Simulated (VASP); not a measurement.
# ZnSe (zincblende type) (F-43m) in VASP: further runs

ZnSe (zincblende type) is run at these levels: r2SCAN; tasks: single point, relaxation of cell and atoms.

All numbers are computed with VASP 6.6.1; they aren't measurements. Logs are shortened: lines on timing, memory, paths and dates and some standing lists are left out, and cuts for length are marked.

## (1) The cell of the first run

Symmetry: F-43m, No. 216, cubic system. Conventional cell: a = 5.664 Å, b = 5.664 Å, c = 5.664 Å, α = 90.00°, β = 90.00°, γ = 90.00°. Zn (site symmetry -43m) has 4 Se at 2.45 Å within 3.2 Å. Se (site symmetry -43m) has 4 Zn at 2.45 Å within 3.2 Å.

## (2) Single point, r2SCAN

File POSCAR:

```
ZnSe
1.0
    0.0000000000      2.8321193536      2.8321193536
    2.8321193536      0.0000000000      2.8321193536
    2.8321193536      2.8321193536      0.0000000000
Zn Se
1 1
Direct
    0.0000000000      0.0000000000      0.0000000000
    0.2500000000      0.2500000000      0.2500000000
```

File INCAR.step1:

```
PREC = Accurate
ENCUT = 520
ISMEAR = -1
SIGMA = 0.05
LREAL = F
LASPH = T
NELM = 60
NBANDS = 16
GGA = PE
ALGO = Normal
EDIFF = 1E-4
LWAVE = T
LCHARG = F
```

File INCAR.step2:

```
PREC = Accurate
ENCUT = 520
EDIFF = 1E-7
ISMEAR = -1
SIGMA = 0.05
LREAL = F
LASPH = T
NELM = 60
ALGO = Normal
ISIF = 2
LWAVE = F
LCHARG = F
METAGGA = R2SCAN
LMIXTAU = T
NBANDS = 16
ISTART = 1
```

File KPOINTS:

```
regular mesh
0
Gamma
  11 11 11
```

Potentials or basis: VASP PAW PBE potentials, release 64 (Zn, Se).

Command:

```console
cat potpaw_PBE.64/Zn/POTCAR potpaw_PBE.64/Se/POTCAR > POTCAR
cp INCAR.step1 INCAR
mpirun -np 1 vasp_std > vasp.out
cp INCAR.step2 INCAR
mpirun -np 1 vasp_std > vasp.out
```

OUTCAR:

```text
PREC = Accurate
   ENCUT = 520
   EDIFF = 1E-7
   ISMEAR = -1
   LREAL = F
   LASPH = T
   NELM = 60
   ISIF = 2
   METAGGA = R2SCAN
   ISTART = 1

 ion  position               nearest neighbor table
   1  0.000  0.000  0.000-   2 2.45   2 2.45   2 2.45   2 2.45
   2  0.250  0.250  0.250-   1 2.45   1 2.45   1 2.45   1 2.45

  LATTYP: Found a face centered cubic cell.
 ALAT       =     5.6642387072

  Lattice vectors:

 A1 = (   0.0000000000,   2.8321193536,   2.8321193536)
 A2 = (   2.8321193536,   0.0000000000,   2.8321193536)
 A3 = (   2.8321193536,   2.8321193536,   0.0000000000)

Analysis of symmetry for initial positions (statically):
=====================================================================
 Subroutine PRICEL returns:
 Original cell was already a primitive cell.

 Routine SETGRP: Setting up the symmetry group for a
 face centered cubic supercell.

 Subroutine GETGRP returns: Found 24 space group operations
 (whereof 24 operations were pure point group operations)
 out of a pool of 48 trial point group operations.

The static configuration has the point symmetry T_d .

Analysis of symmetry for dynamics (positions and initial velocities):
=====================================================================
 Subroutine PRICEL returns:
 Original cell was already a primitive cell.

 Routine SETGRP: Setting up the symmetry group for a
 face centered cubic supercell.

 Subroutine GETGRP returns: Found 24 space group operations
 (whereof 24 operations were pure point group operations)
 out of a pool of 48 trial point group operations.

The dynamic configuration has the point symmetry T_d .

 Subroutine INISYM returns: Found 24 space group operations
 (whereof 24 operations are pure point group operations),
 and found     1 'primitive' translations

----------------------------------------------------------------------------------------

                                     Primitive cell

  volume of cell :      45.4323

  direct lattice vectors                    reciprocal lattice vectors
     0.000000000  2.832119354  2.832119354    -0.176546232  0.176546232  0.176546232
     2.832119354  0.000000000  2.832119354     0.176546232 -0.176546232  0.176546232
     2.832119354  2.832119354  0.000000000     0.176546232  0.176546232 -0.176546232

  length of vectors
     4.005221600  4.005221600  4.005221600     0.305787043  0.305787043  0.305787043

  position of ions in fractional coordinates (direct lattice)
     0.000000000  0.000000000  0.000000000
     0.250000000  0.250000000  0.250000000

  ion indices of the primitive-cell ions
   primitive index   ion index
                 1           1
                 2           2

----------------------------------------------------------------------------------------

 KPOINTS: regular mesh

Automatic generation of k-mesh.
 Grid dimensions read from file:
 generate k-points for:   11   11   11

 Generating k-lattice:

  Cartesian coordinates                     Fractional coordinates (reciprocal lattice)
    -0.016049657  0.016049657  0.016049657     0.090909091  0.000000000  0.000000000
     0.016049657 -0.016049657  0.016049657     0.000000000  0.090909091  0.000000000
     0.016049657  0.016049657 -0.016049657     0.000000000  0.000000000  0.090909091

  Length of vectors
     0.027798822  0.027798822  0.027798822

  Shift w.r.t. Gamma in fractional coordinates (k-lattice)
     0.000000000  0.000000000  0.000000000

 Subroutine IBZKPT returns following result:
 ===========================================

 Found     56 irreducible k-points:

 Following reciprocal coordinates:
            Coordinates               Weight
  0.000000  0.000000  0.000000      1.000000
  0.090909  0.000000  0.000000      8.000000
  0.181818  0.000000  0.000000      8.000000
  0.272727  0.000000  0.000000      8.000000
  0.363636  0.000000  0.000000      8.000000
  0.454545  0.000000  0.000000      8.000000
[... 16 lines left out ...]
 -0.272727  0.181818  0.000000     24.000000
 -0.181818  0.181818  0.000000     12.000000
 [... further k-points ...]
   k-points           NKPTS =     56   k-points in BZ     NKDIM =     56   number of bands    NBANDS=     16
   number of dos      NEDOS =    301   number of ions     NIONS =      2
   total plane-waves  NPLWV =  27000
   dimension x,y,z NGX =    30 NGY =   30 NGZ =   30
   dimension x,y,z NGXF=    60 NGYF=   60 NGZF=   60
   ions per type =               1   1
   NGX,Y,Z   is equivalent  to a cutoff of  12.45, 12.45, 12.45 a.u.
   NGXF,Y,Z  is equivalent  to a cutoff of  24.90, 24.90, 24.90 a.u.
 SYSTEM =  unknown system
   PREC   = accura    normal or accurate (medium, high low for compatibility)
   ISTART =      1    job   : 0-new  1-cont  2-samecut
   ICHARG =      0    charge: 1-file 2-atom 10-const
   ISPIN  =      1    spin polarized calculation?
   LNONCOLLINEAR =      F non collinear calculations
   LSORBIT =      F    spin-orbit coupling
   LASPH  =      T    aspherical Exc in radial PAW
   ENCUT  =  520.0 eV  38.22 Ry    6.18 a.u.   7.45  7.45  7.45*2*pi/ulx,y,z
   NELM   =     60;   NELMIN=  2; NELMDL=  0     # of ELM steps
   EDIFF  = 0.1E-06   stopping-criterion for ELM
   LREAL  =      F    real-space projection
   EDIFFG = 0.1E-05   stopping-criterion for IOM
   NSW    =      0    number of steps for IOM
   IBRION =     -1    ionic relax: 0-MD 1-quasi-New 2-CG
   NFREE  =      0    steps in history (QN), initial steepest desc. (CG)
   ISIF   =      2    stress and relaxation
   ISYM   =      2    0-nonsym 1-usesym 2-fastsym
   POTIM  = 0.5000    time-step for ionic-motion
   TEBEG  =    0.0;   TEEND  =   0.0 temperature during run
   PSTRESS=    0.0 pullay stress
   NELECT =      18.0000    total number of electrons
   NUPDOWN=      -1.0000    fix difference up-down
   EMIN   =  10.00;   EMAX   =-10.00  energy-range for DOS
   EFERMI =   0.00;   METHOD = LEGACY
   ISMEAR =    -1;   SIGMA  =   0.05  broadening in eV -4-tet -1-fermi 0-gaus
   EFERMI_NEDOS =   21; number of points for ismear=-14 and -15
   IALGO  =     38    algorithm
   IMIX   =      4    mixing-type and parameters
     AMIX     =   0.40;   BMIX     =  1.00
     AMIX_MAG =   1.60;   BMIX_MAG =  1.00
  volume/ion in A,a.u.               =      22.72       153.30
  Fermi-wavevector in a.u.,A,eV,Ry     =   1.202387  2.272181 19.670398  1.445733
  Thomas-Fermi vector in A             =   2.338169
   LORBIT       =      0    0 simple, 1 ext, 2 COOP (PROOUT), +10 PAW based schemes
   METAGGA = R2SCAN    functional components
   LHFCALC =     F    Hartree Fock is set to
   AEXX    =    0.0000 exact exchange contribution
   IVDW    =     0    specifies the selected vdW correction
   LEPSILON=     F    determine dielectric tensor
   LRPA    =     F    only Hartree local field effects (RPA)
 non-spin polarized calculation
  energy-cutoff  :      520.00
  volume of cell :       45.43
 maximum number of plane-waves:      1243
 NGX is ok and might be reduce to    30
   NGX = 15   NGY = 15   NGZ = 15

 number of electron      18.0000010 magnetization

 Free energy of the ion-electron system (eV)
  ---------------------------------------------------
  ext. energy  EPLUGINS =         0.00000000
  ---------------------------------------------------
  free energy    TOTEN  =       -24.90968630 eV

  energy without entropy =      -24.90968630  energy(sigma->0) =      -24.90968630

 E-fermi :   2.2988     XC(G=0):  -9.9288

 val. band max:        1.3131501977   @ k =   0.0000   0.0000   0.0000
 cond. band min:       3.1880274238   @ k =   0.0000   0.0000   0.0000
 fundamental gap:      1.8748772261
 Fermi energy:         2.2988349741

 k-point     1 :       0.0000    0.0000    0.0000
  band No.  band energies     occupation
      1     -12.4123      2.00000
      2      -5.3866      2.00000
      3      -5.3866      2.00000
      4      -5.3866      2.00000
      5      -4.9777      2.00000
      6      -4.9777      2.00000
[... 8 lines left out ...]
     15      13.3450      0.00000
     16      13.3450      0.00000

 k-point     2 :       0.0909    0.0000    0.0000
  band No.  band energies     occupation
      1     -12.3562      2.00000
      2      -5.3825      2.00000
      3      -5.3774      2.00000
      4      -5.3774      2.00000
      5      -4.9785      2.00000
      6      -4.9785      2.00000
[... 8 lines left out ...]
     15      12.8020      0.00000
     16      12.8020      0.00000

 k-point     3 :       0.1818    0.0000    0.0000
  band No.  band energies     occupation
      1     -12.1995      2.00000
      2      -5.3603      2.00000
      3      -5.3538      2.00000
      4      -5.3538      2.00000
      5      -4.9793      2.00000
      6      -4.9793      2.00000
[... 8 lines left out ...]
     15      12.2802      0.00000
     16      12.9799      0.00000

 k-point     4 :       0.2727    0.0000    0.0000
  band No.  band energies     occupation
      1     -11.9785      2.00000
      2      -5.3255      2.00000
      3      -5.3255      2.00000
      4      -5.2914      2.00000
      5      -4.9764      2.00000
      6      -4.9764      2.00000
[... 8 lines left out ...]
     15      12.4362      0.00000
     16      12.5278      0.00000
[... 324 lines left out ...]
 k-point    22 :      -0.3636    0.1818    0.0000
  band No.  band energies     occupation
      1     -11.5419      2.00000
      2      -5.2789      2.00000
      3      -5.2561      2.00000
      4      -5.0150      2.00000
      5      -4.9767      2.00000
      6      -4.8814      2.00000
[... 8 lines left out ...]
     15      13.3511      0.00000
     16      14.9630      0.00000

 k-point    23 :      -0.2727    0.1818    0.0000
  band No.  band energies     occupation
      1     -11.6998      2.00000
      2      -5.2843      2.00000
      3      -5.2816      2.00000
      4      -5.1610      2.00000
      5      -4.9899      2.00000
      6      -4.9440      2.00000
[... 8 lines left out ...]
     15      14.1874      0.00000
     16      15.6091      0.00000

 k-point    24 :      -0.1818    0.1818    0.0000
  band No.  band energies     occupation
      1     -11.9044      2.00000
      2      -5.3137      2.00000
      3      -5.3043      2.00000
      4      -5.2824      2.00000
      5      -4.9936      2.00000
      6      -4.9582      2.00000
[... 8 lines left out ...]
     15      13.5870      0.00000
     16      14.9735      0.00000

 [... further k-points ...]
[... 5 lines left out ...]
  --------------------------------------------------------------------------------------
  -------------------------------------------------------------------------------------
  Total        0.0387363      0.0387363      0.0387363     -0.0000000      0.0000000      0.0000000
  in kB        1.3660409      1.3660409      1.3660409     -0.0000000      0.0000000      0.0000000
  external PRESSURE =       1.3660409 kB  Pullay stress =       0.0000000 kB

 VOLUME and BASIS-vectors are now :
 -----------------------------------------------------------------------------
  energy-cutoff  :      520.00
  volume of cell :       45.43
      direct lattice vectors                 reciprocal lattice vectors
     0.000000000  2.832119354  2.832119354    -0.176546232  0.176546232  0.176546232
     2.832119354  0.000000000  2.832119354     0.176546232 -0.176546232  0.176546232
     2.832119354  2.832119354  0.000000000     0.176546232  0.176546232 -0.176546232

 POSITION                                       TOTAL-FORCE (eV/Angst)
 -----------------------------------------------------------------------------------
      0.00000      0.00000      0.00000        -0.000000     -0.000000      0.000000
      1.41606      1.41606      1.41606         0.000000      0.000000     -0.000000
 -----------------------------------------------------------------------------------
    total drift:                                0.000022      0.000022      0.000022

  FREE ENERGIE OF THE ION-ELECTRON SYSTEM (eV)
  ---------------------------------------------------
  free  energy   TOTEN  =       -24.9096863023 eV

  energy  without entropy=      -24.9096863023  energy(sigma->0) =      -24.90968630
```

It took 86 s on 1 thread of Intel Xeon 6975P-C (Granite Rapids), shared host; peak memory 0.19 GiB.

Results:

| Quantity | Value |
| --- | --- |
| Free energy | -24.9097 eV |
| Pressure | 0.1 GPa |
| Band gap on the k mesh | 1.87 eV, direct |

Levels at points of the mesh, in eV from the valence-band top:
```csv
k point,band 6,band 7,band 8,band 9,band 10,band 11,band 12,band 13
"(0.00, 0.00, 0.00)",-6.29,0.00,0.00,0.00,1.87,6.32,6.32,6.32
```

Caveat: the PAW data sets were made with another functional, which shifts forces and pressure a little. r2SCAN opens gaps a little over a GGA but as a rule still falls short of measured ones.

## (3) Relaxation of cell and atoms, r2SCAN

This run uses another cell than the first one, of 23.88 Å³/atom, 1.051 times its volume.

File POSCAR:

```
ZnSe
1.0
    0.0000000000      2.8798249876      2.8798249876
    2.8798249876      0.0000000000      2.8798249876
    2.8798249876      2.8798249876      0.0000000000
Zn Se
1 1
Direct
    0.0000000000      0.0000000000      0.0000000000
    0.2500000000      0.2500000000      0.2500000000
```

File INCAR.step1:

```
SYSTEM = ZnSe
PREC     = Accurate       ! precision mode
ENCUT    = 600            ! plane-wave cutoff, eV
ISMEAR   = -1             ! smearing method
SIGMA    = 0.05           ! smearing width, eV
LREAL    = .FALSE.        ! projectors in reciprocal space
LASPH    = .TRUE.         ! aspherical terms in the spheres
NELM     = 100            ! most SCF steps
GGA      = PE             ! functional
ALGO     = Normal         ! electronic algorithm
EDIFF    = 1E-4           ! SCF threshold, eV
LWAVE    = .TRUE.         ! write WAVECAR
LCHARG   = .FALSE.        ! write CHGCAR
```

File INCAR.step2:

```
SYSTEM = ZnSe
PREC     = Accurate       ! precision mode
ENCUT    = 600            ! plane-wave cutoff, eV
EDIFF    = 1E-6           ! SCF threshold, eV
ISMEAR   = -1             ! smearing method
SIGMA    = 0.05           ! smearing width, eV
LREAL    = .FALSE.        ! projectors in reciprocal space
LASPH    = .TRUE.         ! aspherical terms in the spheres
NELM     = 100            ! most SCF steps
ALGO     = Normal         ! electronic algorithm
ISIF     = 3              ! what is computed and relaxed
LWAVE    = .FALSE.        ! write WAVECAR
LCHARG   = .FALSE.        ! write CHGCAR
METAGGA  = R2SCAN         ! meta-GGA
LMIXTAU  = .TRUE.       
IBRION   = 2              ! ionic algorithm
NSW      = 60             ! ionic steps
EDIFFG   = -0.005         ! ionic threshold
ISTART   = 1
```

File KPOINTS:

```
regular mesh
0
G
  11 11 11
  0 0 0
```

Potentials or basis: VASP PAW PBE potentials, release 64 (Zn, Se).

Command:

```console
cat potpaw_PBE.64/Zn/POTCAR potpaw_PBE.64/Se/POTCAR > POTCAR
cp INCAR.step1 INCAR
mpirun -np 1 vasp_std > vasp.out
cp INCAR.step2 INCAR
mpirun -np 1 vasp_std > vasp.out
```

Run time: 3.9 min. Hardware: 1 thread of Intel Xeon 6975P-C (Granite Rapids), shared host; peak memory 0.25 GiB.

Results (log left out):

```yaml
Free_energy: -24.9123 eV
Relaxed_volume: 22.74 Å³/atom
Relaxed_cell: a = 4.007 Å, b = 4.007 Å, c = 4.007 Å, α = 60.00°, β = 60.00°, γ = 60.00°
Space_group_after_relaxing_to_0.05_Å: F-43m (No. 216)
Energy_gained_by_relaxing: 11.1 meV/atom
Ionic_steps: 4
Pressure_after_relaxing: 0.0 GPa
Band_gap_on_the_k_mesh: 1.87 eV, direct
```

The path:
```csv
step,energy change (eV),largest force (eV/Å),pressure (GPa),volume (Å³)
1,0.0000,0.0000,-2.85,47.77
2,-0.0208,0.0000,0.87,44.89
3,-0.0222,0.0000,0.08,45.43
4,-0.0222,0.0000,0.00,45.49
```

Final structure:
```yaml
crystal:
  lattice:
    - [0.00000, 2.83331, 2.83331]
    - [2.83331, 0.00000, 2.83331]
    - [2.83331, 2.83331, 0.00000]
  atoms:
    - { symbol: Zn, position: [0.00000, 0.00000, 0.00000] }
    - { symbol: Se, position: [0.25000, 0.25000, 0.25000] }
```

Levels at points of the mesh, in eV from the valence-band top:
| k point | band 5 | band 6 | band 7 | band 8 | band 9 | band 10 | band 11 | band 12 | band 13 |
| --- | --- | --- | --- | --- | --- | --- | --- | --- | --- |
| (0.00, 0.00, 0.00) | -6.29 | -6.29 | 0.00 | 0.00 | 0.00 | 1.87 | 6.32 | 6.32 | 6.32 |

Caveat: the PAW data sets were made with another functional, which shifts forces and pressure a little. r2SCAN opens gaps a little over a GGA but as a rule still falls short of measured ones.
